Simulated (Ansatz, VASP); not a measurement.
## Ba in VASP and in Ansatz

```xyz
2
Lattice="-3.8782 3.8775 2.0880 3.8775 -3.8782 2.0880 3.8801 3.8801 -2.0894" Properties=species:S:1:pos:R:3 pbc="T T T"
Ba   -3.8780    3.8773    2.0880
Ba    0.0006    3.8788    1.0433
```

Alike in both runs: task single point; functional BLYP; k mesh 10 × 10 × 7; occupations fermi-dirac, width 0.1 eV; no spin polarisation.

|  | VASP | Ansatz |
| --- | --- | --- |
| version | VASP 6.6.1 | Ansatz 0.2.0 |
| potentials or method | VASP PAW PBE potentials, release 64 (Ba_sv), cutoff 520 eV | plane waves (420 eV) with PAW, scalar-relativistic |
| valence electrons in the cell | 20 | 20 |

|  | VASP | Ansatz | Ansatz less VASP |
| --- | --- | --- | --- |
| pressure (GPa) | 0.4 | 0.3 | -0.07 |

VASP's potentials were made for PBE, not for BLYP. With one functional, cell and mesh, what is left measures potentials, basis and numerics.

Neither program's run includes spin-orbit coupling.
